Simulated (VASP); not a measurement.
Ba: single point with B3LYP+D4

Ba:

```
Ba
1.0
    -2.47262    2.47262    2.47262
     2.47262   -2.47262    2.47262
     2.47262    2.47262   -2.47262
Ba
1
Direct
  0.00000 0.00000 0.00000
```

| Quantity | Value |
| --- | --- |
| Program | VASP 6.6.1 |
| Task | single point |
| Functional | B3LYP |
| Dispersion | D4 |
| Potentials or basis | VASP PAW PBE potentials, release 64 (Ba_sv) |
| Cutoff | 400 eV |
| k mesh | 5 × 5 × 5 |
| Occupations | fermi-dirac, width 0.05 eV |
| Spin | no spin polarisation |
| Dipole correction | no |
| Grid for exact exchange (PRECFOCK) | Normal |
| Further INCAR settings | ALGO = Normal; EDIFF = 1e-06; NBANDS = 11 |
| Share of exact exchange | 0.2 |

The pressure is 0.5 GPa and the band gap on the k mesh is zero (bands 5 and 6 overlap by 1.13 eV). The dispersion energy per atom is -0.202 eV.

Levels at points of the mesh, in eV from the Fermi level:
```tsv
k point	band 3	band 4	band 5	band 6	band 7	band 8
(0.00, 0.00, 0.00)	-15.36	-15.36	-3.60	2.34	2.34	2.34
```

Run time: 40 min on 1 thread of Intel(R) Xeon(R) 6975P-C (Granite Rapids), on a shared host, peak memory 0.16 GiB.

Caveat: the PAW data sets were made with another functional, which shifts forces and pressure a little; spin-orbit coupling is left out, which moves the levels of the heavy elements.
